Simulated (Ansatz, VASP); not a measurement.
Two plane-wave programs on ScAl2

```xyz
3
Lattice="3.3513 0.0000 0.0000 0.0000 3.3513 0.0000 0.0000 0.0000 28.5517" Properties=species:S:1:pos:R:3 pbc="T T T"
Sc    0.0000    0.0000    8.5000
Al    1.6756    1.6756    6.9356
Al    1.6756    1.6756   10.0644
```

Change from the starting cell: species swapped into a sheet of the CeSi2 type.

Alike in both runs: functional PBE; k mesh 4 × 4 × 1; occupations gaussian, width 0.1 eV; no spin polarisation.

Ansatz relaxed the structure, and its values are those at the end. VASP's run is a single point on that final structure, the one shown.

|  | VASP | Ansatz |
| --- | --- | --- |
| version | VASP 6.6.1 | Ansatz 0.2.0 |
| potentials or method | VASP PAW PBE potentials, release 64 (Sc_sv, Al), cutoff 520 eV | scalar-relativistic, plane waves, PAW |
| valence electrons in the cell | 17 | 17 |

|  | VASP | Ansatz | Ansatz less VASP |
| --- | --- | --- | --- |
| gap on the k mesh at the Fermi level (eV) | none | none | - |
| rms of the force components (eV/Å) | 0.021 | 0.017 | -0.0037 |

A gap of «none» marks a metal or a gap that the smearing closes. Ansatz's warnings: slab cell height set.

The k mesh is coarse, so the values compare programs but aren't converged.
